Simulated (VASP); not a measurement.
**SiC: single point with PBE**

Crystal: SiC.

```
Si C
1.0
     0.00000    2.18986    2.18986
     2.18986    0.00000    2.18986
     2.18986    2.18986    0.00000
Si C
1 1
Cartesian
  0.0000 0.0000 0.0000
  3.2848 3.2848 3.1348
```

This cell differs from its parent crystal: atom 2 (C) moved by (+0.000, -0.150) A along [1 1 0] and z.

```yaml
Program: VASP 6.6.1
Task: single point
Functional: PBE
Potentials_or_basis: VASP PAW PBE potentials, release 64 (Si, C)
Cutoff: 520 eV
k_mesh: 10 × 10 × 10
Occupations: gaussian, width 0.05 eV
Spin: no spin polarisation
Dipole_correction: no
Further_INCAR_settings: ALGO = Normal; EDIFF = 1e-07; NBANDS = 11
```

* Pressure: 2.4 GPa
* Largest force: 2.707 eV/Å
* Band gap on the k mesh: 0.68 eV (least direct gap 4.17 eV)

Forces in eV/Å, atoms in the order of the input:
```
Si   0.000  0.000 -2.707
C    0.000  0.000  2.707
```

Stress tensor (GPa, compression positive):
```
 3.71 -8.85  0.00
-8.85  3.71  0.00
 0.00  0.00 -0.10
```

Levels at points of the mesh, in eV from the valence-band top:
```tsv
k point	band 1	band 2	band 3	band 4	band 5	band 6	band 7	band 8
(0.00, 0.00, 0.00)	-15.92	-1.39	-0.58	0.00	5.33	6.37	6.56	6.95
(0.50, 0.00, 0.00)	-12.30	-9.39	-1.93	-1.12	4.59	6.11	7.25	9.29
(0.00, 0.00, 0.50)	-12.55	-8.78	-2.32	-1.30	4.58	5.90	6.95	9.31
(0.50, 0.50, 0.00)	-11.04	-8.29	-4.20	-3.46	0.71	3.68	13.21	13.24
(0.00, 0.50, 0.50)	-11.00	-8.43	-3.73	-3.71	0.68	3.52	13.16	13.37
```

Run time: 25 s on 1 thread of Intel Xeon 8259CL, on a shared host, peak memory 0.16 GiB.

Caveat: the cell differs from its parent crystal (atom 2 (C) moved by (+0.000, -0.150) A along [1 1 0] and z); forces of over 1 eV/Å act on the atoms, so gaps and moduli don't describe the material at rest. A k mesh can miss the band edges.
